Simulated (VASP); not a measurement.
# CuSi8O16 (a cell with a defect) in VASP: further runs

The runs below take CuSi8O16 (a cell with a defect) through single point, with PBE.

Program: VASP 6.6.1. These are calculated values, not measurements. Logs are shortened: lines on timing, memory, paths and dates and some standing lists are left out, and cuts for length are marked.

**1. The cell of the first run**

The cell holds a defect, 25 atoms: a = 6.712 Å, b = 6.712 Å, c = 6.445 Å, α = 90.00°, β = 90.00°, γ = 90.00°.

**2. Single point, PBE**

The input, INCAR:

```
PREC = Accurate
ENCUT = 520
EDIFF = 1E-7
ISMEAR = -1
SIGMA = 0.02
LREAL = Auto
LASPH = True
NELM = 100
ALGO = Normal
ISIF = 2
LWAVE = False
LCHARG = False
GGA = PE
NBANDS = 88
NELECT = 138.0
```

The input, KPOINTS:

```
regular mesh
0
Gamma
  1 1 2
```

The input, POSCAR:

```
CuSi8O16
1.0
   -4.7460000000     -4.7460000000      0.0000000000
    4.7460000000     -4.7460000000      0.0000000000
    0.0000000000      0.0000000000      6.4450000000
Si O Cu
8 16 1
Direct
    0.1846080910      0.5337442056      0.0236462374
    0.0197324062      0.2036767804      0.2627618309
    0.8162663295      0.5352928782      0.5172536850
   -0.0007163928      0.8530341340      0.7672614430
    0.6855773283      0.0247260851      0.0334988363
    0.5166455963      0.7183522967      0.2751745539
    0.3390328698      0.0455857564      0.5297129558
    0.5345132743      0.3399494311      0.7993173002
    0.3108933839      0.5997050147      0.2273700543
    0.9831963759      0.3624209861      0.4557641583
    0.7113885377      0.4851137800      0.7436152056
    0.0573640961      0.7429730299      0.9799689682
    0.9625263380      0.7281605563      0.5492629946
    0.6835018963      0.5520648968      0.3086268425
    0.0605773283      0.3334808260      0.0495733126
    0.3364728192      0.5014959966      0.8185880528
    0.8342709650      0.0685524652      0.2396896819
    0.5090707965      0.8451854193      0.4822032583
    0.1902128108      0.9989780868      0.7237083010
    0.5436472819      0.2204277286      1.0160124127
    0.4845659503      0.2259060261      0.5857098526
    0.2151179941      0.0739675516      0.3193948798
    0.5578908555      0.8300990308      0.0506283941
    0.8282764433      1.0087652760      0.8285492630
    0.2550779604      0.5105562579      0.5127540729
```

Potentials or basis: VASP PAW PBE potentials, release 64 (Si, O, Cu).

On the command line:

```console
$ cat potpaw_PBE.64/Si/POTCAR potpaw_PBE.64/O/POTCAR potpaw_PBE.64/Cu/POTCAR > POTCAR
$ mpirun -np 1 vasp_std > vasp.out
```

OUTCAR:

```text
PREC = Accurate
   ENCUT = 520
   EDIFF = 1E-7
   ISMEAR = -1
   LREAL = Auto
   LASPH = True
   NELM = 100
   ISIF = 2
   GGA = PE
   NELECT = 138.0

 ion  position               nearest neighbor table
   1  0.185  0.534  0.024-  15 1.59   9 1.62  12 1.67  16 1.68   2 2.92   4 2.98   6 3.02   8 3.05

   2  0.020  0.204  0.263-  17 1.55  22 1.62  15 1.65  10 1.66   1 2.92   5 2.94   7 2.95   3 3.08

   3  0.816  0.535  0.517-  14 1.62  13 1.64  11 1.65  10 1.66   6 2.83   8 2.93   4 2.94  25 2.95
                             2 3.08
   4  0.999  0.853  0.767-  24 1.60  12 1.61  19 1.64  13 1.65   3 2.94   5 2.95   1 2.98   7 3.04

   5  0.686  0.025  0.033-  23 1.57  20 1.63  24 1.64  17 1.69   8 2.79   6 2.82   2 2.94   4 2.95

   6  0.517  0.718  0.275-  18 1.58  14 1.60   9 1.62  23 1.65  25 2.72   5 2.82   3 2.83   7 2.99
                             1 3.02
   7  0.339  0.046  0.530-  21 1.60  22 1.60  19 1.63  18 1.79   8 2.94   2 2.95   6 2.99   4 3.04

   8  0.535  0.340  0.799-  11 1.58  21 1.61  20 1.61  16 1.72   5 2.79  25 2.87   3 2.93   7 2.94
                             1 3.05
   9  0.311  0.600  0.227-   6 1.62   1 1.62  25 1.97
  10  0.983  0.362  0.456-   2 1.66   3 1.66  25 2.11
  11  0.711  0.485  0.744-   8 1.58   3 1.65
  12  0.057  0.743  0.980-   4 1.61   1 1.67
  13  0.963  0.728  0.549-   3 1.64   4 1.65
  14  0.684  0.552  0.309-   6 1.60   3 1.62
  15  0.061  0.333  0.050-   1 1.59   2 1.65
  16  0.336  0.501  0.819-   1 1.68   8 1.72  25 2.05
  17  0.834  0.069  0.240-   2 1.55   5 1.69
  18  0.509  0.845  0.482-   6 1.58   7 1.79
  19  0.190  0.999  0.724-   7 1.63   4 1.64
  20  0.544  0.220  0.016-   8 1.61   5 1.63
  21  0.485  0.226  0.586-   7 1.60   8 1.61
  22  0.215  0.074  0.319-   7 1.60   2 1.62
  23  0.558  0.830  0.051-   5 1.57   6 1.65
  24  0.828  0.009  0.829-   4 1.60   5 1.64
  25  0.255  0.511  0.513-   9 1.97  16 2.05  10 2.11   6 2.72   8 2.87   3 2.95

  LATTYP: Found a simple tetragonal cell.
 ALAT       =     6.7118575670
 C/A-ratio  =     0.9602408775

  Lattice vectors:

 A1 = (  -4.7460000000,  -4.7460000000,   0.0000000000)
 A2 = (   4.7460000000,  -4.7460000000,   0.0000000000)
 A3 = (   0.0000000000,   0.0000000000,   6.4450000000)

Analysis of symmetry for initial positions (statically):
=====================================================================
 Subroutine PRICEL returns:
 Original cell was already a primitive cell.

 Routine SETGRP: Setting up the symmetry group for a
 simple tetragonal supercell.

 Subroutine GETGRP returns: Found  1 space group operations
 (whereof  1 operations were pure point group operations)
 out of a pool of 16 trial point group operations.

The static configuration has the point symmetry C_1 .

Analysis of symmetry for dynamics (positions and initial velocities):
=====================================================================
 Subroutine PRICEL returns:
 Original cell was already a primitive cell.

 Routine SETGRP: Setting up the symmetry group for a
 simple tetragonal supercell.

 Subroutine GETGRP returns: Found  1 space group operations
 (whereof  1 operations were pure point group operations)
 out of a pool of 16 trial point group operations.

The dynamic configuration has the point symmetry C_1 .

 Subroutine INISYM returns: Found  1 space group operations
 (whereof  1 operations are pure point group operations),
 and found     1 'primitive' translations

----------------------------------------------------------------------------------------

                                     Primitive cell

  volume of cell :     290.3410

  direct lattice vectors                    reciprocal lattice vectors
    -4.746000000 -4.746000000  0.000000000    -0.105351875 -0.105351875  0.000000000
     4.746000000 -4.746000000  0.000000000     0.105351875 -0.105351875  0.000000000
     0.000000000  0.000000000  6.445000000     0.000000000  0.000000000  0.155159038

  length of vectors
     6.711857567  6.711857567  6.445000000     0.148990051  0.148990051  0.155159038

  position of ions in fractional coordinates (direct lattice)
     0.184608091  0.533744206  0.023646237
     0.019732406  0.203676780  0.262761831
     0.816266330  0.535292878  0.517253685
     0.999283607  0.853034134  0.767261443
     0.685577328  0.024726085  0.033498836
     0.516645596  0.718352297  0.275174554
[... 17 lines left out ...]
     0.828276443  0.008765276  0.828549263
     0.255077960  0.510556258  0.512754073

  ion indices of the primitive-cell ions
   primitive index   ion index
                 1           1
                 2           2
                 3           3
                 4           4
                 5           5
                 6           6
[... 17 lines left out ...]
                24          24
                25          25

----------------------------------------------------------------------------------------

 KPOINTS: regular mesh

[... 36 lines left out ...]
   ISTART =      0    job   : 0-new  1-cont  2-samecut
   ICHARG =      2    charge: 1-file 2-atom 10-const
   ISPIN  =      1    spin polarized calculation?
   LNONCOLLINEAR =      F non collinear calculations
   LSORBIT =      F    spin-orbit coupling
   LASPH  =      T    aspherical Exc in radial PAW
   ENCUT  =  520.0 eV  38.22 Ry    6.18 a.u.  12.48 12.48 11.98*2*pi/ulx,y,z
   NELM   =    100;   NELMIN=  2; NELMDL= -5     # of ELM steps
   EDIFF  = 0.1E-06   stopping-criterion for ELM
   LREAL  =      T    real-space projection
   EDIFFG = 0.1E-05   stopping-criterion for IOM
   NSW    =      0    number of steps for IOM
   IBRION =     -1    ionic relax: 0-MD 1-quasi-New 2-CG
   NFREE  =      0    steps in history (QN), initial steepest desc. (CG)
   ISIF   =      2    stress and relaxation
   ISYM   =      2    0-nonsym 1-usesym 2-fastsym
   POTIM  = 0.5000    time-step for ionic-motion
   TEBEG  =    0.0;   TEEND  =   0.0 temperature during run
   PSTRESS=    0.0 pullay stress
   NELECT =     138.0000    total number of electrons
   NUPDOWN=      -1.0000    fix difference up-down
   EMIN   =  10.00;   EMAX   =-10.00  energy-range for DOS
   EFERMI =   0.00;   METHOD = LEGACY
   ISMEAR =    -1;   SIGMA  =   0.02  broadening in eV -4-tet -1-fermi 0-gaus
   EFERMI_NEDOS =   21; number of points for ismear=-14 and -15
   IALGO  =     38    algorithm
   IMIX   =      4    mixing-type and parameters
     AMIX     =   0.40;   BMIX     =  1.00
     AMIX_MAG =   1.60;   BMIX_MAG =  1.00
  volume/ion in A,a.u.               =      11.61        78.37
  Fermi-wavevector in a.u.,A,eV,Ry     =   1.277610  2.414333 22.208627  1.632288
  Thomas-Fermi vector in A             =   2.410200
   LORBIT       =      0    0 simple, 1 ext, 2 COOP (PROOUT), +10 PAW based schemes
   GGA     = PE    functional components
[... 5 lines left out ...]
 non-spin polarized calculation
  energy-cutoff  :      520.00
  volume of cell :      290.34
 maximum number of plane-waves:      7815
 NGX is ok and might be reduce to    50
   NGX = 25   NGY = 25   NGZ = 23

 number of electron     138.0000005 magnetization

 Free energy of the ion-electron system (eV)
  ---------------------------------------------------
  ext. energy  EPLUGINS =         0.00000000
  ---------------------------------------------------
  free energy    TOTEN  =      -193.43600168 eV

  energy without entropy =     -193.43600168  energy(sigma->0) =     -193.43600168

 E-fermi :   5.2332     XC(G=0):  -9.7614

 val. band max:        4.7591928693   @ k =   0.0000   0.0000   0.5000
 cond. band min:       7.1148208489   @ k =   0.0000   0.0000   0.0000
 fundamental gap:      2.3556279796
 Fermi energy:         5.2332112603

 k-point     1 :       0.0000    0.0000    0.0000
  band No.  band energies     occupation
      1     -17.7570      2.00000
      2     -17.0562      2.00000
      3     -16.7544      2.00000
      4     -16.6551      2.00000
      5     -16.6271      2.00000
      6     -16.4588      2.00000
[... 73 lines left out ...]
     80      11.2314      0.00000
     81      11.3095      0.00000

 k-point     2 :       0.0000    0.0000    0.5000
  band No.  band energies     occupation
      1     -17.5346      2.00000
      2     -17.4207      2.00000
      3     -16.8006      2.00000
      4     -16.6986      2.00000
      5     -16.5920      2.00000
      6     -16.3829      2.00000
[... 73 lines left out ...]
     80      11.4910      0.00000
     81      11.5794      0.00000
 [bands above 81 left out]

------------------------ aborting loop because EDIFF is reached ----------------------------------------

  FORCE on cell =-STRESS in cart. coord.  units (eV):
  Direction    XX          YY          ZZ          XY          YZ          ZX
  --------------------------------------------------------------------------------------
  -------------------------------------------------------------------------------------
  Total        2.4581275     18.7023313     -1.1308761      0.5209993     -0.7934791     -4.2538227
  in kB       13.5645878    103.2043358     -6.2404690      2.8750098     -4.3786242    -23.4737016
  external PRESSURE =      36.8428182 kB  Pullay stress =       0.0000000 kB

 VOLUME and BASIS-vectors are now :
 -----------------------------------------------------------------------------
  energy-cutoff  :      520.00
  volume of cell :      290.34
      direct lattice vectors                 reciprocal lattice vectors
    -4.746000000 -4.746000000  0.000000000    -0.105351875 -0.105351875  0.000000000
     4.746000000 -4.746000000  0.000000000     0.105351875 -0.105351875  0.000000000
     0.000000000  0.000000000  6.445000000     0.000000000  0.000000000  0.155159038

 POSITION                                       TOTAL-FORCE (eV/Angst)
 -----------------------------------------------------------------------------------
      1.65700     -3.40930      0.15240         1.308930     -1.371101     -1.942539
      0.87300     -1.06030      1.69350         0.304263     -1.824743      0.110228
     -1.33350     -6.41450      3.33370        -1.170461      0.054784      0.332698
     -0.69410     -8.79110      4.94500         0.226508     -1.559200     -0.582174
     -3.13640     -3.37110      0.21590        -0.885357     -2.812126      0.532469
      0.95730     -5.86130      1.77350         0.235377     -0.130432     -1.815146
[... 17 lines left out ...]
     -3.88940     -3.97260      5.34000         1.386218      0.702707      0.066386
      1.21250     -3.63370      3.30470         0.043698     -0.149623      0.726273
 -----------------------------------------------------------------------------------
    total drift:                               -0.008731     -0.002667      0.003813

  FREE ENERGIE OF THE ION-ELECTRON SYSTEM (eV)
  ---------------------------------------------------
  free  energy   TOTEN  =      -193.4360016759 eV

  energy  without entropy=     -193.4360016759  energy(sigma->0) =     -193.43600168
```

Wall time 3.5 min (1 thread of Intel Xeon 8259CL, shared host); peak memory 0.35 GiB.

Results:

* Free energy: -193.4360 eV
* Largest force: 3.750 eV/Å

Forces on the atoms (eV/Å):
```
Si   1.309 -1.371 -1.943
Si   0.304 -1.825  0.110
Si  -1.170  0.055  0.333
Si   0.227 -1.559 -0.582
Si  -0.885 -2.812  0.532
Si   0.235 -0.130 -1.815
Si  -2.761  1.740  0.428
Si   2.608  0.576  0.563
O   -0.216  0.948  0.471
O   -0.063  0.378  0.185
O   -0.709 -2.128 -1.194
O   -1.854  1.609  0.219
O    0.498  0.047  1.121
O   -1.060 -0.079  0.490
O   -0.086  0.559  0.812
O   -0.468  0.424  0.660
O    0.766  3.387 -1.416
O    3.382 -0.525  1.138
O   -0.723 -0.820 -1.021
O    0.146 -0.154 -0.669
O   -0.350 -0.115 -0.240
O   -0.211 -0.324 -0.368
O   -0.349  1.569  1.393
O    1.386  0.703  0.066
Cu   0.044 -0.150  0.726
```

Levels at points of the mesh, in eV from the Fermi level:
```csv
k point,band 66,band 67,band 68,band 69,band 70,band 71,band 72,band 73
"(0.00, 0.00, 0.00)",-1.14,-1.00,-0.80,-0.55,1.88,4.47,4.85,5.07
"(0.00, 0.00, 0.50)",-1.13,-1.06,-0.81,-0.47,3.06,3.83,5.00,5.05
```

Caveat: the k points lie up to 0.94 Å⁻¹ apart, too coarse for converged energies, forces and pressures; the cell carries a net charge on a neutralising background, which shifts energy and pressure; the cell is charged against a uniform background, so pressure and absolute levels hang on convention; the atoms stand as in a frame of molecular dynamics.

**3. Single point, PBE**

The input, INCAR:

```
PREC = Accurate ; ENCUT = 520
EDIFF = 1E-7 ; ISMEAR = -1
SIGMA = 0.02 ; LREAL = Auto
LASPH = T ; NELM = 80
ALGO = Normal ; ISIF = 2
LWAVE = F ; LCHARG = F
GGA = PE ; NBANDS = 88
NELECT = 138.0
```

KPOINTS is that of step 2.

The input, POSCAR:

```
CuSi8O16
1.0
   -4.7460000000     -4.7460000000      0.0000000000
    4.7460000000     -4.7460000000      0.0000000000
    0.0000000000      0.0000000000      6.4450000000
Si O Cu
8 16 1
Direct
    0.1658765276      0.4984513274      0.0082854926
   -0.0032869785      0.1863885377      0.3045616757
    0.8368099452      0.5596923725      0.5209154383
    0.0403286979      0.8601769912      0.7644220326
    0.6943215339      0.0180257059     -0.0047788984
    0.5107774968      0.7005162242      0.2467028704
    0.3710282343      0.0383691530      0.5207602793
    0.5415086389      0.3614622840      0.7890612878
    0.3313421829      0.5412031184      0.2041427463
    0.9501896334      0.3380741677      0.5064546160
    0.6901706700      0.5425094817      0.7222032583
    0.0196059840      0.7135377160      0.9501008534
    1.0013906448      0.7544669195      0.5207292475
    0.6989254109      0.5694058154      0.3187742436
    0.0014222503      0.3394121365      0.0992086889
    0.3250737463      0.4636957438      0.8288440652
    0.8303308049      0.0244310999      0.2403103181
    0.4797197640      0.8227033291      0.4556400310
    0.2406342183      0.9851769912      0.7314817688
    0.5992520017      0.2305204383      0.9887664856
    0.5372629583      0.2021807838      0.5752676493
    0.2345448799      0.0996523388      0.3189759503
    0.5347977244      0.8416455963      0.0273079907
    0.8736304256      1.0200484619      0.8127695888
    0.2078487147      0.5466814159      0.5582622188
```

Potentials or basis: VASP PAW PBE potentials, release 64 (Si, O, Cu).

On the command line:

```console
$ cat potpaw_PBE.64/Si/POTCAR potpaw_PBE.64/O/POTCAR potpaw_PBE.64/Cu/POTCAR > POTCAR
$ mpirun -np 1 vasp_std > vasp.out
```

Wall time 4.2 min (1 thread of Intel Xeon 8259CL, shared host); peak memory 0.35 GiB.

It converged, with:

| Property | Result |
| --- | --- |
| Free energy | -191.6047 eV |
| Largest force | 5.750 eV/Å |

Forces in eV/Å, atoms in the order of the input:
```
Si   3.246  0.364  3.593
Si  -0.317 -0.961 -1.298
Si  -0.056  0.901 -0.754
Si   0.718 -0.976 -2.313
Si  -3.714 -2.286  2.527
Si  -0.171 -0.736 -1.692
Si  -0.863  1.355 -0.516
Si  -2.078 -0.066 -2.398
O    1.238  0.868 -0.390
O   -0.508 -0.261 -0.455
O   -0.184  0.013  0.622
O   -5.027  1.621  2.273
O    0.354  1.508  1.546
O   -0.585 -0.296 -1.165
O   -0.543 -1.771 -0.822
O   -0.254  0.421 -1.876
O    0.629  0.856 -1.590
O    2.339 -0.537  1.037
O   -0.360 -1.263 -0.660
O    2.540 -0.507 -0.408
O    1.445 -1.150  2.064
O    1.567  0.840  0.898
O   -0.954  0.853  1.306
O    2.548  1.759  0.831
Cu  -1.012 -0.549 -0.361
```

Levels at points of the mesh, in eV from the Fermi level:
```tsv
k point	band 67	band 68	band 69	band 70	band 71	band 72
(0.00, 0.00, 0.00)	-1.00	-0.73	-0.49	2.03	4.33	4.57
(0.00, 0.00, 0.50)	-1.03	-0.68	-0.49	3.00	3.93	4.74
```

Caveat: the k points lie up to 0.94 Å⁻¹ apart, too coarse for converged energies, forces and pressures; the cell carries a net charge on a neutralising background, which shifts energy and pressure; the cell is charged against a uniform background, so pressure and absolute levels hang on convention; the atoms stand as in a frame of molecular dynamics.

**4. Single point, PBE**

The input, INCAR:

```
SYSTEM = CuSi8O16
  PREC = Accurate
  ENCUT = 520
  EDIFF = 1E-6
  ISMEAR = -1
  SIGMA = 0.02
  LREAL = Auto
  LASPH = .True.
  NELM = 80
  ALGO = Normal
  ISIF = 2
  LWAVE = .False.
  LCHARG = .False.
  GGA = PE
  NELECT = 138.0
  NBANDS = 88
```

The input, KPOINTS:

```
Automatic mesh
0
Gamma
  1 1 2
  0 0 0
```

The input, POSCAR:

```
CuSi8O16
1.0
   -4.7460000000     -4.7460000000      0.0000000000
    4.7460000000     -4.7460000000      0.0000000000
    0.0000000000      0.0000000000      6.4450000000
Si O Cu
8 16 1
Direct
    0.2032764433      0.5063948588      0.0294802172
    0.0023914876      0.2107564265      0.2867183863
    0.7920564686      0.5510113780      0.5004654771
    0.0163506110      0.8560682680      0.7759658650
    0.7211546566      0.0342815002      0.0305973623
    0.5148440792      0.7134112937      0.2208223429
    0.3493784239      0.0269174041      0.5361830877
    0.5257585335      0.3016329541      0.7559658650
    0.3605141172      0.5364517488      0.2120868891
    0.9200695322      0.3244100295      0.4921644686
    0.6204804046      0.5149810367      0.6730488751
    0.1128950695      0.7317741256      0.9548952676
    0.9644332069      0.7121997472      0.5686889061
    0.7220080067      0.5853666245      0.2607602793
    0.0481879477      0.3250105352      0.0802482545
    0.2939949431      0.3849136115      0.8239565555
    0.8587652760      0.0480615255      0.2535764158
    0.4714496418      0.8417614834      0.4323972071
    0.2348082596      0.9739780868      0.7364468580
    0.6338706279      0.2592182891      0.9821722265
    0.5077012221      0.1867361989      0.5356555469
    0.2167404130      0.1158343869      0.3551900698
    0.5467130215      0.8648335440      0.0228238945
    0.8108617783      0.9897281922      0.7966330489
    0.2282975137      0.5801938475      0.5946159814
```

On the command line:

```console
$ cat potpaw_PBE.64/Si/POTCAR potpaw_PBE.64/O/POTCAR potpaw_PBE.64/Cu/POTCAR > POTCAR
$ mpirun -np 1 vasp_std > vasp.out
```

Run time: 4.7 min. Hardware: 1 thread of Intel Xeon 8259CL, shared host; peak memory 0.35 GiB.

Results (log left out):

```
Free energy   : -189.4218 eV
Largest force : 10.462 eV/Å
```

Forces in eV/Å, atoms in the order of the input:
```
Si   0.774  2.098 -2.261
Si  -1.392 -6.267  4.146
Si  -3.128  1.370 -0.508
Si   1.075 -1.207 -2.426
Si   0.849 -0.544  0.646
Si  -0.364 -3.056  1.207
Si  -0.859  3.802 -4.497
Si   2.259 -2.554  1.118
O    0.739  1.699 -0.175
O    2.777 -1.661  0.262
O    0.086 -0.822  0.211
O   -2.732  2.574  3.418
O    0.488 -0.781  0.515
O    0.704 -0.762  0.663
O    1.921 -1.751 -1.152
O   -0.565 -1.400 -0.568
O    0.184  9.470 -4.444
O   -1.041  1.256 -0.243
O    1.553  1.844  1.546
O   -0.141  1.220 -0.749
O   -0.580 -5.449  2.860
O    1.295  1.244 -1.221
O   -0.310  0.786  1.486
O   -2.705 -1.204  0.837
Cu  -0.890  0.092 -0.673
```

Levels at points of the mesh, in eV from the Fermi level:
```tsv
k point	band 66	band 67	band 68	band 69	band 70	band 71	band 72	band 73
(0.00, 0.00, 0.00)	-1.07	-1.00	-0.67	-0.53	1.65	3.71	4.23	4.82
(0.00, 0.00, 0.50)	-1.07	-1.04	-0.66	-0.52	2.63	3.09	4.22	4.74
```

Caveat: the k points lie up to 0.94 Å⁻¹ apart, too coarse for converged energies, forces and pressures; the cell carries a net charge on a neutralising background, which shifts energy and pressure; the cell is charged against a uniform background, so pressure and absolute levels hang on convention; the atoms stand as in a frame of molecular dynamics.
